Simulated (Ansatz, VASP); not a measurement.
## CdSe: VASP beside Ansatz

```
Cd Se
1.0
     4.28265    0.00000    0.00000
    -2.14133    3.70888    0.00000
     0.00000    0.00000    7.12672
Cd Se
2 2
Direct
  0.33333 0.66667 0.00209
  0.66667 0.33333 0.50209
  0.33333 0.66667 0.37391
  0.66667 0.33333 0.87391
```

Change from the starting cell: strained cell.

Alike in both runs: task relaxation of the atoms; functional PBEsol; k mesh 9 × 9 × 4; occupations gaussian, width 0.02 eV; no spin polarisation.

|  | VASP | Ansatz |
| --- | --- | --- |
| version | VASP 6.6.1 | Ansatz 0.2.0 |
| potentials or method | VASP PAW PBE potentials, release 64 (Cd, Se), cutoff 450 eV | scalar-relativistic, plane waves, PAW |
| valence electrons in the cell | 36 | 72 |

```tsv
	VASP	Ansatz	Ansatz less VASP
gap on the k mesh at the Fermi level, each at its own relaxed structure (eV)	0.49	0.49	-0.001
```

VASP's potentials were made for PBE, not for PBEsol, and Ansatz warns of the same on its side. VASP's potentials hold 36 valence electrons a cell and Ansatz's 72, so a difference there can come from the potentials and not from the codes. Ansatz's warnings: stress scf threshold loose.
